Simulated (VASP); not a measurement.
# W (Im-3m) in VASP: single point with LDA

Aim: the single point of W with LDA.

Program: VASP 6.6.1. These are calculated values, not measurements. Logs are shortened: lines on timing, memory, paths and dates and some standing lists are left out, and cuts for length are marked.

### 1 The cell of the first run

The structure is cubic, space group Im-3m (No. 229). Conventional cell: a = 3.165 Å, b = 3.165 Å, c = 3.165 Å, α = 90.00°, β = 90.00°, γ = 90.00°. W (site symmetry m-3m) has 14 W at 2.74 to 3.16 Å within 3.6 Å.

### 2 Single point, LDA

INCAR reads:

```
SYSTEM = W
PREC = Accurate ; ENCUT = 520
EDIFF = 1E-6 ; ISMEAR = 1
SIGMA = 0.2 ; LREAL = .False.
LASPH = .True. ; NELM = 60
ALGO = Normal ; ISIF = 2
LWAVE = .False. ; LCHARG = .False.
NBANDS = 13
```

KPOINTS reads:

```
Automatic mesh
0
Gamma
  22 22 22
  0 0 0
```

POSCAR reads:

```
W
1.0
   -1.5823450000      1.5823450000      1.5823450000
    1.5823450000     -1.5823450000      1.5823450000
    1.5823450000      1.5823450000     -1.5823450000
W
1
Direct
    0.0000000000      0.0000000000      0.0000000000
```

Potentials or basis: VASP PAW LDA potentials, release 64 (W_sv).

On the command line:

```sh
cat potpaw_LDA.64/W_sv/POTCAR > POTCAR
mpirun -np 1 vasp_std > vasp.out
```

OUTCAR:

```text
SYSTEM = W
   PREC = Accurate
   ENCUT = 520
   EDIFF = 1E-6
   ISMEAR = 1
   LREAL = .False.
   LASPH = .True.
   NELM = 60
   ISIF = 2

 ion  position               nearest neighbor table
   1  0.000  0.000  0.000-

  LATTYP: Found a body centered cubic cell.
 ALAT       =     3.1646900000

  Lattice vectors:

 A1 = (  -1.5823450000,   1.5823450000,   1.5823450000)
 A2 = (   1.5823450000,  -1.5823450000,   1.5823450000)
 A3 = (   1.5823450000,   1.5823450000,  -1.5823450000)

Analysis of symmetry for initial positions (statically):
=====================================================================
 Subroutine PRICEL returns:
 Original cell was already a primitive cell.

 Routine SETGRP: Setting up the symmetry group for a
 body centered cubic supercell.

 Subroutine GETGRP returns: Found 48 space group operations
 (whereof 48 operations were pure point group operations)
 out of a pool of 48 trial point group operations.

The static configuration has the point symmetry O_h .

Analysis of symmetry for dynamics (positions and initial velocities):
=====================================================================
 Subroutine PRICEL returns:
 Original cell was already a primitive cell.

 Routine SETGRP: Setting up the symmetry group for a
 body centered cubic supercell.

 Subroutine GETGRP returns: Found 48 space group operations
 (whereof 48 operations were pure point group operations)
 out of a pool of 48 trial point group operations.

The dynamic configuration has the point symmetry O_h .

 Subroutine INISYM returns: Found 48 space group operations
 (whereof 48 operations are pure point group operations),
 and found     1 'primitive' translations

----------------------------------------------------------------------------------------

                                     Primitive cell

  volume of cell :      15.8476

  direct lattice vectors                    reciprocal lattice vectors
    -1.582345000  1.582345000  1.582345000     0.000000000  0.315986716  0.315986716
     1.582345000 -1.582345000  1.582345000     0.315986716  0.000000000  0.315986716
     1.582345000  1.582345000 -1.582345000     0.315986716  0.315986716  0.000000000

  length of vectors
     2.740701935  2.740701935  2.740701935     0.446872699  0.446872699  0.446872699

  position of ions in fractional coordinates (direct lattice)
     0.000000000  0.000000000  0.000000000

[... 81 lines left out ...]
   ISIF   =      2    stress and relaxation
   ISYM   =      2    0-nonsym 1-usesym 2-fastsym
   POTIM  = 0.5000    time-step for ionic-motion
   TEBEG  =    0.0;   TEEND  =   0.0 temperature during run
   PSTRESS=    0.0 pullay stress
   NELECT =      14.0000    total number of electrons
   NUPDOWN=      -1.0000    fix difference up-down
   EMIN   =  10.00;   EMAX   =-10.00  energy-range for DOS
   EFERMI =   0.00;   METHOD = LEGACY
   ISMEAR =     1;   SIGMA  =   0.20  broadening in eV -4-tet -1-fermi 0-gaus
   EFERMI_NEDOS =   21; number of points for ismear=-14 and -15
   IALGO  =     38    algorithm
   IMIX   =      4    mixing-type and parameters
     AMIX     =   0.40;   BMIX     =  1.00
     AMIX_MAG =   1.60;   BMIX_MAG =  1.00
  volume/ion in A,a.u.               =      15.85       106.94
  Fermi-wavevector in a.u.,A,eV,Ry     =   1.570832  2.968442 33.572544  2.467512
  Thomas-Fermi vector in A             =   2.672506
   LORBIT       =      0    0 simple, 1 ext, 2 COOP (PROOUT), +10 PAW based schemes
   GGA     = CA    functional components
   LHFCALC =     F    Hartree Fock is set to
   AEXX    =    0.0000 exact exchange contribution
   IVDW    =     0    specifies the selected vdW correction
   LEPSILON=     F    determine dielectric tensor
   LRPA    =     F    only Hartree local field effects (RPA)
 non-spin polarized calculation
 Methfessel and Paxton  Order N= 1 SIGMA  =   0.20
  energy-cutoff  :      520.00
  volume of cell :       15.85
 maximum number of plane-waves:       438
   NGX = 11   NGY = 11   NGZ = 11

 number of electron      14.0000003 magnetization

 Free energy of the ion-electron system (eV)
  ---------------------------------------------------
  ext. energy  EPLUGINS =         0.00000000
  ---------------------------------------------------
  free energy    TOTEN  =       -14.09443218 eV

  energy without entropy =      -14.09337847  energy(sigma->0) =      -14.09408095

 E-fermi :  11.3280     XC(G=0): -13.8311

 val. band max:       11.3273750937   @ k =   0.1364   0.0455   0.0000
 cond. band min:      11.3358272439   @ k =  -0.1818   0.2727   0.0909
 fundamental gap:      0.0084521503
 Fermi energy:        11.3280286653

 k-point     1 :       0.0000    0.0000    0.0000
  band No.  band energies     occupation
      1     -62.4273      2.00000
      2     -26.2346      2.00000
      3     -26.2346      2.00000
      4     -26.2346      2.00000
      5       1.7739      2.00000
      6      10.0597      2.00000
      7      10.0597      2.00000
      8      10.0597      2.00000
      9      13.5061     -0.00000
     10      13.5061     -0.00000
     11      25.8982      0.00000
     12      25.8982      0.00000
     13      25.8982      0.00000
[... 354 lines left out ...]
  band No.  band energies     occupation
      1     -62.3803      2.00000
      2     -26.6989      2.00000
      3     -26.3573      2.00000
      4     -26.2707      2.00000
      5       3.4898      2.00000
      6       9.2469      2.00000
      7       9.4324      2.00000
      8      11.9520     -0.00009
      9      12.5605     -0.00000
     10      13.7651     -0.00000
     11      27.0888      0.00000
     12      28.0396      0.00000
     13      28.8053      0.00000

 [... further k-points ...]

------------------------ aborting loop because EDIFF is reached ----------------------------------------

  FORCE on cell =-STRESS in cart. coord.  units (eV):
  Direction    XX          YY          ZZ          XY          YZ          ZX
  --------------------------------------------------------------------------------------
  -------------------------------------------------------------------------------------
  Total       -0.6989972     -0.6989972     -0.6989972      0.0000000      0.0000000      0.0000000
  in kB      -70.6679524    -70.6679524    -70.6679524      0.0000000      0.0000000      0.0000000
  external PRESSURE =     -70.6679524 kB  Pullay stress =       0.0000000 kB

 VOLUME and BASIS-vectors are now :
 -----------------------------------------------------------------------------
  energy-cutoff  :      520.00
  volume of cell :       15.85
      direct lattice vectors                 reciprocal lattice vectors
    -1.582345000  1.582345000  1.582345000     0.000000000  0.315986716  0.315986716
     1.582345000 -1.582345000  1.582345000     0.315986716  0.000000000  0.315986716
     1.582345000  1.582345000 -1.582345000     0.315986716  0.315986716  0.000000000

 POSITION                                       TOTAL-FORCE (eV/Angst)
 -----------------------------------------------------------------------------------
      0.00000      0.00000      0.00000         0.000000      0.000000      0.000000
 -----------------------------------------------------------------------------------
    total drift:                                0.000000     -0.000000     -0.000000

  FREE ENERGIE OF THE ION-ELECTRON SYSTEM (eV)
  ---------------------------------------------------
  free  energy   TOTEN  =       -14.0944321847 eV

  energy  without entropy=      -14.0933784681  energy(sigma->0) =      -14.09408095
```

OSZICAR:

```text
N       E                     dE             d eps       ncg     rms          rms(c)
DAV:   1     0.844069605440E+02    0.84407E+02   -0.74568E+03  8544   0.122E+03
DAV:   2    -0.130930441283E+02   -0.97500E+02   -0.93606E+02  9568   0.318E+02
DAV:   3    -0.147765909693E+02   -0.16835E+01   -0.16780E+01  9383   0.403E+01
DAV:   4    -0.147833281573E+02   -0.67372E-02   -0.67370E-02  9393   0.281E+00
DAV:   5    -0.147833825488E+02   -0.54392E-04   -0.54393E-04  9578   0.239E-01    0.211E+01
DAV:   6    -0.142388645429E+02    0.54452E+00   -0.42975E-01  8838   0.850E+00    0.827E+00
DAV:   7    -0.141001011483E+02    0.13876E+00   -0.20145E-01  9453   0.547E+00    0.559E-01
DAV:   8    -0.140944766963E+02    0.56245E-02   -0.45973E-03  8688   0.919E-01    0.652E-02
DAV:   9    -0.140944302957E+02    0.46401E-04   -0.73730E-05  9924   0.980E-02    0.430E-02
DAV:  10    -0.140944322063E+02   -0.19106E-05   -0.66801E-06  9223   0.355E-02    0.523E-03
DAV:  11    -0.140944321847E+02    0.21652E-07   -0.15742E-07  5049   0.464E-03
   1 F= -.14094432E+02 E0= -.14094081E+02  d E =-.105372E-02
```

It took 18 s on 1 thread of AMD EPYC 9R45 (Zen 5), shared host; peak memory 0.14 GiB.

Results:

- Free energy: -14.0944 eV
- Pressure: -7.1 GPa
- Band gap on the k mesh: zero (band 7 reaches 16.47 eV, above the bottom of band 8 at 10.06 eV)

Levels at points of the mesh, in eV from the Fermi level:
```tsv
k point	band 5	band 6	band 7	band 8	band 9	band 10
(0.00, 0.00, 0.00)	-9.55	-1.27	-1.27	-1.27	2.18	2.18
(0.50, 0.00, 0.00)	-6.27	-3.59	0.83	2.08	3.04	6.13
(0.50, 0.50, 0.50)	-5.86	-5.86	5.14	5.14	5.14	8.35
```

Caveat: spin-orbit coupling is left out, which moves the levels of the heavy elements.
